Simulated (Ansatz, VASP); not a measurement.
## Two plane-wave programs on HfO2

```
Hf O
1.0
    -2.55750   -2.55750    0.00000
     2.55750   -2.55750    0.00000
    -2.13142    0.00000   10.23000
Hf O
4 8
Direct
  0.60934 0.39066 0.93750
  0.42187 0.57813 0.18750
  0.81769 0.18231 0.43750
  0.21352 0.78648 0.68750
  0.47396 0.02604 0.06250
  0.86978 0.63022 0.31250
  0.26561 0.23439 0.56250
  0.66143 0.83857 0.81250
  0.36978 0.13022 0.31250
  0.76561 0.73439 0.56250
  0.16143 0.33857 0.81250
  0.97396 0.52604 0.06250
```

Alike in both runs: task single point; functional r2SCAN; k mesh 6 × 6 × 3; occupations gaussian, width 0.05 eV; no spin polarisation.

|  | VASP | Ansatz |
| --- | --- | --- |
| version | VASP 6.6.1 | Ansatz 0.2.0 |
| potentials or method | VASP PAW PBE potentials, release 64 (Hf_pv, O), cutoff 520 eV | scalar-relativistic, plane waves, PAW |
| valence electrons in the cell | 88 | 152 |

```csv
,VASP,Ansatz,Ansatz less VASP
gap on the k mesh at the Fermi level (eV),0.83,0.92,+0.084
least direct gap on the mesh (eV),1.92,1.97,+0.048
pressure (GPa),-6.8,-3.3,+3.55
"traceless stress, the component that is largest in VASP (GPa)",12.24,12.27,+0.035
rms of the force components (eV/Å),1.541,1.540,-0.0016
```

VASP's potentials were made for PBE, not for r2SCAN. Atom by atom the forces differ by 0.025 eV/Å (rms over components). The functional is the same, so the differences come from potentials, cutoffs and numerics. VASP's potentials hold 88 valence electrons a cell and Ansatz's 152, so a difference there can come from the potentials and not from the codes.

Spin-orbit coupling is off throughout.
